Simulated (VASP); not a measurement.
In, 1 atom in the cell. The structure is tetragonal, space group I4/mmm (No. 139). The conventional cell has a = 3.019 Å, b = 3.019 Å, c = 4.741 Å, α = 90.00°, β = 90.00°, γ = 90.00°. In (site symmetry 4/mmm) has 12 In at 3.02 to 3.19 Å within 4.0 Å. 

```yaml
Program: VASP 6.6.1
Task: single point
Functional: LDA
Potentials_or_basis: VASP PAW LDA potentials, release 64 (In_d)
Cutoff: 520 eV
k_mesh: 22 × 22 × 22
Occupations: gaussian, width 0.15 eV
Spin: no spin polarisation
Dipole_correction: no
Further_INCAR_settings: ALGO = Fast; EDIFF = 1e-06; NBANDS = 12
```

Potentials or basis: VASP PAW LDA potentials, release 64 (In_d).

Command:

```bash
$ cat potpaw_LDA.64/In_d/POTCAR > POTCAR
$ mpirun -np 1 vasp_std > vasp.out
```

Hardware: 1 thread of Intel Xeon 8259CL, on a shared host.

Task: How long does it take, and how much memory?

Result: Run time: 3.1 min on 1 thread of Intel Xeon 8259CL, on a shared host, peak memory 0.31 GiB. Counts: scf iterations 13, k points 834.
